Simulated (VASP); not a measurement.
Write the native input for VASP 6.6.1 that does the following.

```yaml
Task: electric field gradients
Functional: LDA
Potentials_or_basis: VASP PAW LDA potentials, release 64 (Mg, Au)
Cutoff: 520 eV
k_mesh: 13 × 13 × 13
Occupations: fermi-dirac, width 0.05 eV
Spin: no spin polarisation
Dipole_correction: no
Further_INCAR_settings: ALGO = Normal; EDIFF = 1e-08; NBANDS = 14
```

The structure of MgAu lies in POSCAR:

```
MgAu
1.0
    3.2698273221      0.0000000000      0.0000000000
    0.0000000000      3.2698273221      0.0000000000
    0.0000000000      0.0000000000      3.2698273221
Mg Au
1 1
Direct
    0.5000000000      0.5000000000      0.5000000000
    0.0000000000      0.0000000000      0.0000000000
```

This cell differs from its parent crystal: volume scaled by 1.01.

The input as run:

INCAR

```
  ALGO = Normal
  EDIFF = 1E-8
  ENCUT = 520
  ISIF = 2
  ISMEAR = -1
  LASPH = T
  LCHARG = F
  LEFG = T
  LREAL = F
  LWAVE = F
  NBANDS = 14
  NELM = 100
  PREC = Accurate
  SIGMA = 0.05
```

KPOINTS

```
k-points
0
Gamma
  13 13 13
```

Potentials or basis: VASP PAW LDA potentials, release 64 (Mg, Au).

Launch:

```console
$ cat potpaw_LDA.64/Mg/POTCAR potpaw_LDA.64/Au/POTCAR > POTCAR
$ mpirun -np 1 vasp_std > vasp.out
```

It gave:

```json
{
  "Pressure": "-4.7 GPa"
}
```

Caveat: without QUAD_EFG the Cq values of the log hold for a quadrupole moment of 1 mb, not for the nuclei.

Wall time 18 s on 1 thread of Intel(R) Xeon(R) Platinum 8375C CPU @ 2.90GHz (Ice Lake) (shared host), peak memory 0.16 GiB.
